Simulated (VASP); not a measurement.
Here is a VASP 6.6.1 calculation.

INCAR

```
SYSTEM = Ge2Sb2Te5
PREC = Accurate ; ENCUT = 520
EDIFF = 1E-7 ; ISMEAR = -1
SIGMA = 0.03 ; LREAL = .FALSE.
LASPH = .TRUE. ; NELM = 100
ALGO = Normal ; ISIF = 2
LWAVE = .FALSE. ; LCHARG = .TRUE.
GGA = PS ; LELF = .TRUE.
LVHAR = .TRUE. ; NBANDS = 44
```

The input KPOINTS:

```
regular mesh
0
G
  4 4 4
  0 0 0
```

File POSCAR:

```
Ge2Sb2Te5
1.0
    6.7470619849     -3.0027501077     -0.0435190664
    6.7470619849      3.0027501077     -0.0435190664
   -6.7825858100      0.0000000000      6.7194752857
Ge Sb Te
2 2 5
Direct
    0.4896288538      0.4896288538     -0.0014535188
    0.2853878638      0.2853878638      0.2034908249
    0.1090747522      0.1090747522      0.4263805181
    0.8911919224      0.8911919224      0.5815140721
    0.4108974045      0.4108974045      0.6020687548
    0.2135462267      0.2135462267      0.8156170741
    0.0056535227      0.0056535227      0.0001136265
    0.8002149605      0.8002149605      0.1906580032
    0.5944044933      0.5944044933      0.3816106451
```

Potentials or basis: VASP PAW PBE potentials, release 64 (Ge_d, Sb, Te).

Command:

```bash
$ cat potpaw_PBE.64/Ge_d/POTCAR potpaw_PBE.64/Sb/POTCAR potpaw_PBE.64/Te/POTCAR > POTCAR
$ mpirun -np 1 vasp_std > vasp.out
```

(1) Estimate the pressure.

(2) Estimate the band gap on the k mesh.

(3) Estimate the largest force.

## Answers

(1) 0.1 GPa.

(2) 0.25 eV (least direct gap 0.28 eV).

(3) 0.026 eV/Å.

Caveat: semilocal functionals underestimate gaps, and a narrow one can read as zero; the PAW data sets were made with another functional, which shifts forces and pressure a little; spin-orbit coupling is left out, which moves the levels of the heavy elements.
